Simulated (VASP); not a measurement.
SbTe2O3, 6 atoms in the cell. The structure is hexagonal, space group P6/mmm (No. 191). The conventional cell has a = 3.541 Å, b = 3.541 Å, c = 10.555 Å, α = 90.00°, β = 90.00°, γ = 120.00°. Within 3.8 Å of Sb (site symmetry 6/mmm) lie 2 Te at 2.88 Å and 6 Sb at 3.54 Å. Te (site symmetry 6mm) has 7 O at 2.40 to 3.15 Å and 1 Sb at 2.88 Å within 3.2 Å. O (site symmetry -6m2) has 6 O at 2.04 Å within 2.7 Å. Within 2.7 Å of O (site symmetry 6/mmm) lie 6 O at 2.04 Å and 2 Te at 2.40 Å. The cell was built from a structure type or drawn by symmetry, and may not be a known phase.

| Quantity | Value |
| --- | --- |
| Program | VASP 6.6.1 |
| Task | relaxation of cell and atoms |
| Functional | PBE |
| Potentials or basis | VASP PAW PBE potentials, release 64 (Sb, Te, O) |
| Cutoff | 600 eV |
| k mesh | 12 × 12 × 4 |
| Occupations | gaussian, width 0.1 eV |
| Spin | no spin polarisation |
| Dipole correction | no |
| Further INCAR settings | ALGO = Normal; EDIFF = 1e-06; IBRION = 2; EDIFFG = -0.01; NSW = 100; ISIF = 3 |

Potentials or basis: VASP PAW PBE potentials, release 64 (Sb, Te, O).

Launch:

```sh
$ cat potpaw_PBE.64/Sb/POTCAR potpaw_PBE.64/Te/POTCAR potpaw_PBE.64/O/POTCAR > POTCAR
$ mpirun -np 1 vasp_std > vasp.out
```

Hardware: 1 thread of Intel Xeon 8259CL, on a shared host.

Estimate the wall time of this run.

It took 26 min on 1 thread of Intel Xeon 8259CL (shared host), peak memory 0.39 GiB. Counts: scf iterations 107, k points 57, ion steps 14.
